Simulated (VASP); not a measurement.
# Cs (Fm-3m) in VASP: notebook, part 3 of 3

VASP 6.6.1. Earlier steps stand in the parts before.

### 5 Single point, PBE

The input, INCAR:

```
SYSTEM = Cs
PREC = Accurate
ENCUT = 520
EDIFF = 1E-6
ISMEAR = 0
SIGMA = 0.15
LREAL = .FALSE.
LASPH = .TRUE.
NELM = 100
ALGO = Normal
ISIF = 2
LWAVE = .FALSE.
LCHARG = .TRUE.
GGA = PE
LELF = .TRUE.
LVHAR = .TRUE.
NBANDS = 10
```

The input, KPOINTS:

```
Automatic mesh
0
G
  8 8 8
  0 0 0
```

The input, POSCAR:

```
Cs
1.0
    0.0000000000      3.8858177372      3.8858177372
    3.8858177372      0.0000000000      3.8858177372
    3.8858177372      3.8858177372      0.0000000000
Cs
1
Direct
    0.0000000000      0.0000000000      0.0000000000
```

Potentials or basis: VASP PAW PBE potentials, release 64 (Cs_sv).

Run with:

```bash
> cat potpaw_PBE.64/Cs_sv/POTCAR > POTCAR
> mpirun -np 1 vasp_std > vasp.out
```

OUTCAR:

```text
SYSTEM = Cs
   PREC = Accurate
   ENCUT = 520
   EDIFF = 1E-6
   ISMEAR = 0
   LREAL = .FALSE.
   LASPH = .TRUE.
   NELM = 100
   ISIF = 2
   GGA = PE

 ion  position               nearest neighbor table
   1  0.000  0.000  0.000-

  LATTYP: Found a face centered cubic cell.
 ALAT       =     7.7716354744

  Lattice vectors:

 A1 = (   0.0000000000,   3.8858177372,   3.8858177372)
 A2 = (   3.8858177372,   0.0000000000,   3.8858177372)
 A3 = (   3.8858177372,   3.8858177372,   0.0000000000)

Analysis of symmetry for initial positions (statically):
=====================================================================
 Subroutine PRICEL returns:
 Original cell was already a primitive cell.

 Routine SETGRP: Setting up the symmetry group for a
 face centered cubic supercell.

 Subroutine GETGRP returns: Found 48 space group operations
 (whereof 48 operations were pure point group operations)
 out of a pool of 48 trial point group operations.

The static configuration has the point symmetry O_h .

Analysis of symmetry for dynamics (positions and initial velocities):
=====================================================================
 Subroutine PRICEL returns:
 Original cell was already a primitive cell.

 Routine SETGRP: Setting up the symmetry group for a
 face centered cubic supercell.

 Subroutine GETGRP returns: Found 48 space group operations
 (whereof 48 operations were pure point group operations)
 out of a pool of 48 trial point group operations.

The dynamic configuration has the point symmetry O_h .

 Subroutine INISYM returns: Found 48 space group operations
 (whereof 48 operations are pure point group operations),
 and found     1 'primitive' translations

----------------------------------------------------------------------------------------

                                     Primitive cell
[... 112 lines left out ...]
  Thomas-Fermi vector in A             =   1.778357
   LORBIT       =      0    0 simple, 1 ext, 2 COOP (PROOUT), +10 PAW based schemes
   GGA     = PE    functional components
   LHFCALC =     F    Hartree Fock is set to
   AEXX    =    0.0000 exact exchange contribution
   IVDW    =     0    specifies the selected vdW correction
   LEPSILON=     F    determine dielectric tensor
   LRPA    =     F    only Hartree local field effects (RPA)
 non-spin polarized calculation
 Gauss-broadening in eV      SIGMA  =   0.15
  energy-cutoff  :      520.00
  volume of cell :      117.35
 maximum number of plane-waves:      3180
 NGX is ok and might be reduce to    42
   NGX = 21   NGY = 21   NGZ = 21

 number of electron       8.9999998 magnetization

 Free energy of the ion-electron system (eV)
  ---------------------------------------------------
  ext. energy  EPLUGINS =         0.00000000
  ---------------------------------------------------
  free energy    TOTEN  =        -0.85586233 eV

  energy without entropy =       -0.83833045  energy(sigma->0) =       -0.84709639

 E-fermi :   0.3883     XC(G=0):  -5.3556

 val. band max:        0.3798462512   @ k =   0.5000   0.0000   0.0000
 cond. band min:       0.4580334908   @ k =   0.5000   0.1250   0.0000
 fundamental gap:      0.0781872396
 Fermi energy:         0.3882664037

 k-point     1 :       0.0000    0.0000    0.0000
  band No.  band energies     occupation
      1     -23.4593      2.00000
      2     -10.2070      2.00000
      3     -10.2070      2.00000
      4     -10.2070      2.00000
      5      -1.2544      2.00000
      6       2.8408      0.00000
      7       2.8408      0.00000
      8       2.8408      0.00000
      9       3.9067      0.00000
     10       3.9067      0.00000
[... 287 lines left out ...]
 k-point    24 :      -0.3750    0.2500    0.1250
  band No.  band energies     occupation
      1     -23.4529      2.00000
      2     -10.3161      2.00000
      3     -10.2573      2.00000
      4     -10.2349      2.00000
      5       0.8233      0.00004
      6       1.1326      0.00000
      7       2.0722      0.00000
      8       2.9654      0.00000
      9       3.9987      0.00000
     10       4.7014      0.00000

 [... further k-points ...]

------------------------ aborting loop because EDIFF is reached ----------------------------------------

  FORCE on cell =-STRESS in cart. coord.  units (eV):
  Direction    XX          YY          ZZ          XY          YZ          ZX
  --------------------------------------------------------------------------------------
  -------------------------------------------------------------------------------------
  Total        0.0018842      0.0018842      0.0018842      0.0000000     -0.0000000      0.0000000
  in kB        0.0257250      0.0257250      0.0257250      0.0000000     -0.0000000      0.0000000
  external PRESSURE =       0.0257250 kB  Pullay stress =       0.0000000 kB

 VOLUME and BASIS-vectors are now :
 -----------------------------------------------------------------------------
  energy-cutoff  :      520.00
  volume of cell :      117.35
      direct lattice vectors                 reciprocal lattice vectors
     0.000000000  3.885817737  3.885817737    -0.128673045  0.128673045  0.128673045
     3.885817737  0.000000000  3.885817737     0.128673045 -0.128673045  0.128673045
     3.885817737  3.885817737  0.000000000     0.128673045  0.128673045 -0.128673045

 POSITION                                       TOTAL-FORCE (eV/Angst)
 -----------------------------------------------------------------------------------
      0.00000      0.00000      0.00000         0.000000     -0.000000      0.000000
 -----------------------------------------------------------------------------------
    total drift:                               -0.000000     -0.000000      0.000000

  FREE ENERGIE OF THE ION-ELECTRON SYSTEM (eV)
  ---------------------------------------------------
  free  energy   TOTEN  =        -0.8558623309 eV

  energy  without entropy=       -0.8383304503  energy(sigma->0) =       -0.84709639
```

OSZICAR:

```text
N       E                     dE             d eps       ncg     rms          rms(c)
DAV:   1     0.524585976979E+02    0.52459E+02   -0.28334E+03   580   0.623E+02
DAV:   2     0.428080612092E+01   -0.48178E+02   -0.47411E+02   786   0.106E+02
DAV:   3    -0.783086760275E+00   -0.50639E+01   -0.50566E+01   664   0.406E+01
DAV:   4    -0.854005282532E+00   -0.70919E-01   -0.70908E-01   742   0.573E+00
DAV:   5    -0.854367172659E+00   -0.36189E-03   -0.36187E-03   794   0.372E-01    0.125E-01
DAV:   6    -0.854878328516E+00   -0.51116E-03   -0.12793E-03   726   0.174E-01    0.863E-02
DAV:   7    -0.855776518221E+00   -0.89819E-03   -0.32277E-03   656   0.285E-01    0.349E-02
DAV:   8    -0.855861468271E+00   -0.84950E-04   -0.11484E-04   680   0.681E-02    0.423E-03
DAV:   9    -0.855863169689E+00   -0.17014E-05   -0.42193E-06   898   0.104E-02    0.320E-03
DAV:  10    -0.855862330944E+00    0.83875E-06   -0.11631E-06   650   0.491E-03
   1 F= -.85586233E+00 E0= -.84709639E+00  d E =-.175319E-01
```

stdout:

```text
POSCAR found type information on POSCAR Cs
 POSCAR found :  1 types and       1 ions
 scaLAPACK will be used
 LDA part: xc-table for (Slater+PW92), standard interpolation
 POSCAR, INCAR and KPOINTS ok, starting setup
 FFT: planning ... GRIDC
 FFT: planning ... GRID_SOFT
 FFT: planning ... GRID
 WAVECAR not read
 entering main loop
```

Run time: 13 s. Hardware: 1 thread of Intel Xeon 6975P-C (Granite Rapids), shared host; peak memory 0.25 GiB.

What came out:

```
Free energy : -0.8559 eV
Pressure    : 0.0 GPa
```

Levels at points of the mesh, in eV from the Fermi level:
| k point | band 3 | band 4 | band 5 | band 6 | band 7 | band 8 |
| --- | --- | --- | --- | --- | --- | --- |
| (0.00, 0.00, 0.00) | -10.60 | -10.60 | -1.64 | 2.45 | 2.45 | 2.45 |
| (0.50, 0.00, 0.00) | -10.61 | -10.61 | -0.01 | 0.76 | 2.31 | 2.31 |
| (0.50, 0.50, 0.00) | -10.64 | -10.64 | 0.30 | 1.07 | 1.42 | 3.97 |

Caveat: spin-orbit coupling is left out, which moves the levels of the heavy elements.

### 6 The runs side by side

| task | cell | k mesh | cutoff (eV) | smearing | gap on the mesh (eV) | pressure (GPa) |
| --- | --- | --- | --- | --- | --- | --- |
| single point | a = 5.495 Å, angles 60.0°, 1 atom | 10 × 10 × 10 | 520 | gaussian 0.1 eV | none | 0.0 |
| relaxation of cell and atoms | relaxed from a = 5.584 Å, angles 60.0°, 1 atom | 10 × 10 × 10 | 600 | gaussian 0.1 eV | none | 0.0 |
| single point | a = 5.584 Å, angles 60.0°, 1 atom | 4 × 4 × 4 | 520 | gaussian 0.1 eV | none | -0.1 |
| single point | a = 5.495 Å, angles 60.0°, 1 atom | 8 × 8 × 8 | 520 | gaussian 0.15 eV | none | 0.0 |

Alike in all rows: level PBE; potentials or basis VASP PAW PBE potentials, release 64 (Cs_sv); no spin polarisation.

Caveats: spin-orbit coupling is left out, which moves the levels of the heavy elements.

Total energies depend on the potentials used, so only differences within one code and one set of settings carry meaning.
